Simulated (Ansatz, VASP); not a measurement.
**Tl2CdInSb4: VASP beside Ansatz**

The input POSCAR:

```
Tl2CdInSb4
1.0
   -4.1137060000      4.1137060000      3.4732780000
    4.1137060000     -4.1137060000      3.4732780000
    4.1137060000      4.1137060000     -3.4732780000
Tl Cd In Sb
2 1 1 4
Direct
    0.5000000000      0.0000000000      0.5000000000
    0.0000000000      0.5000000000      0.5000000000
    0.5000000000      0.5000000000      0.0000000000
    0.0000000000      0.0000000000      0.0000000000
    0.9497200000      0.9497200000      0.3498800000
    0.0502800000      0.4001600000      0.0000000000
    0.5998400000      0.5998400000      0.6501200000
    0.4001600000      0.0502800000      0.0000000000
```

INCAR.step1

```
ALGO = Normal
EDIFF = 1E-4
ENCUT = 520
GGA = PE
ISMEAR = 1
LASPH = True
LCHARG = False
LREAL = False
LWAVE = True
NBANDS = 46
NELM = 80
PREC = Accurate
SIGMA = 0.242
```

File INCAR.step2:

```
ALGO = Normal
EDIFF = 1E-7
ENCUT = 520
ISIF = 2
ISMEAR = 1
ISTART = 1
LASPH = True
LCHARG = True
LELF = True
LMIXTAU = True
LREAL = False
LVHAR = True
LWAVE = False
METAGGA = R2SCAN
NBANDS = 46
NELM = 80
PREC = Accurate
SIGMA = 0.242
```

The input KPOINTS:

```
k-points
0
Gamma
  4 4 4
```

Input for Ansatz:

```yaml
crystal:
  lattice:
    - [-4.113706, 4.113706, 3.473278]
    - [4.113706, -4.113706, 3.473278]
    - [4.113706, 4.113706, -3.473278]
  atoms:
    - { symbol: Tl, position: [0.5, 0.0, 0.5] }
    - { symbol: Tl, position: [0.0, 0.5, 0.5] }
    - { symbol: Cd, position: [0.5, 0.5, 0.0] }
    - { symbol: In, position: [0.0, 0.0, 0.0] }
    - { symbol: Sb, position: [0.94972, 0.94972, 0.34988] }
    - { symbol: Sb, position: [0.05028, 0.40016, 0.0] }
    - { symbol: Sb, position: [0.59984, 0.59984, 0.65012] }
    - { symbol: Sb, position: [0.40016, 0.05028, 0.0] }
  symmetry: { tolerance: 0.0003 }
kpoints:
  mp_grid: { grid: [4, 4, 4], shift: [0, 0, 0] }
magnetization:
  spin_polarized: false
scf:
  occupations: { method: methfessel_paxton, width: 0.242 }
hamiltonian:
  pseudopotentials: { kind: paw }
  xc: r2scan
basis:
  ecutwfc: "44.1 Ry"
  ecutrho_ratio: 8
output:
  forces: true
  stress: true
  eigenvalues: true
```

Alike in both runs: task single point; functional r2SCAN; k mesh 4 × 4 × 4; occupations methfessel-paxton of order 1, width 0.242 eV; no spin polarisation.

|  | VASP | Ansatz |
| --- | --- | --- |
| version | VASP 6.6.1 | Ansatz 0.2.0 |
| potentials or method | VASP PAW PBE potentials, release 64 (Tl_d, Cd, In_d, Sb), cutoff 520 eV | PAW plane waves |
| valence electrons in the cell | 71 | 119 |

```tsv
	VASP	Ansatz	Ansatz less VASP
gap on the k mesh at the Fermi level (eV)	none	none	-
pressure (GPa)	6.4	6.3	-0.08
traceless stress, the component that is largest in VASP (GPa)	3.25	3.18	-0.071
rms of the force components (eV/Å)	1.064	1.056	-0.0082
```

VASP's potentials were made for PBE, not for r2SCAN. Atom by atom the forces differ by 0.009 eV/Å (rms over components). A gap of «none» marks a metal or a gap that the smearing closes. With one functional, cell and mesh, what is left measures potentials, basis and numerics. VASP's potentials hold 71 valence electrons a cell and Ansatz's 119, so a difference there can come from the potentials and not from the codes.

Spin-orbit coupling is off throughout.
